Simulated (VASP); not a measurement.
BaTiO3, 5 atoms in the cell. The structure is cubic, space group Pm-3m (No. 221). The conventional cell has a = 3.994 Å, b = 3.994 Å, c = 3.994 Å, α = 90.00°, β = 90.00°, γ = 90.00°. Ba (site symmetry m-3m) has 12 O at 2.82 Å and 8 Ti at 3.46 Å within 3.7 Å. Ti (site symmetry m-3m) has 6 O at 2.00 Å within 2.6 Å. Within 2.6 Å of O (site symmetry 4/mmm) lie 2 Ti at 2.00 Å. 

```yaml
Program: VASP 6.6.1
Task: single point
Functional: PBE0
Potentials_or_basis: VASP PAW PBE potentials, release 64 (Ba_sv, Ti_sv, O)
Cutoff: 520 eV
k_mesh: 4 × 4 × 4
Occupations: gaussian, width 0.01 eV
Spin: no spin polarisation
Dipole_correction: no
Grid_for_exact_exchange_PRECFOCK: Fast
Further_INCAR_settings: ALGO = Normal; EDIFF = 1e-07; NBANDS = 28
```

Potentials or basis: VASP PAW PBE potentials, release 64 (Ba_sv, Ti_sv, O).

Command:

```console
$ cat potpaw_PBE.64/Ba_sv/POTCAR potpaw_PBE.64/Ti_sv/POTCAR potpaw_PBE.64/O/POTCAR > POTCAR
$ cp INCAR.step1 INCAR
$ mpirun -np 1 vasp_std > vasp.out
$ cp INCAR.step2 INCAR
$ mpirun -np 1 vasp_std > vasp.out
```

Hardware: 1 thread of AMD EPYC 7R43 64-Core Processor (Zen 3), with other jobs on the host.

**Question.** How long does it take, and how much memory?

**Answer.** Run time: 32 min on 1 thread of AMD EPYC 7R43 64-Core Processor (Zen 3), with other jobs on the host, peak memory 0.15 GiB. Counts: k points 10.
